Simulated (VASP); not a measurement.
Input of a VASP 6.6.1 run:

File INCAR:

```
PREC = Accurate ; ENCUT = 520
EDIFF = 1E-6 ; ISMEAR = 0
SIGMA = 0.5 ; LREAL = False
LASPH = True ; NELM = 60
ALGO = Normal ; ISIF = 2
LWAVE = False ; LCHARG = False
GGA = PS ; NBANDS = 25
```

KPOINTS

```
Automatic mesh
0
Gamma
  16 16 8
```

The input POSCAR:

```
CuO
1.0
    2.3446500000     -1.7134000000      0.0000000000
    2.3446500000      1.7134000000      0.0000000000
   -0.8605500000      0.0000000000      5.0594400000
Cu O
2 2
Direct
    0.0032000000      0.4968000000      0.0000000000
    0.4968000000      0.0032000000      0.5000000000
    0.5714000000      0.4056000000      0.2537000000
    0.4056000000      0.5714000000      0.7537000000
```

Potentials or basis: VASP PAW PBE potentials, release 64 (Cu, O).

Launch:

```bash
$ cat potpaw_PBE.64/Cu/POTCAR potpaw_PBE.64/O/POTCAR > POTCAR
$ mpirun -np 1 vasp_std > vasp.out
```

(1) Estimate the band gap on the k mesh.

(2) What does it give for the pressure?

(3) What does it give for the largest force?

Answers

(1) zero (bands 17 and 18 overlap by 0.74 eV).

(2) -1.7 GPa.

(3) 0.760 eV/Å.

Caveat: so wide a smearing shifts energies and pressures; the PAW data sets were made with another functional, which shifts forces and pressure a little; semilocal functionals often make such compounds metallic where correlation or magnetic order opens a gap, which also shifts bond lengths.
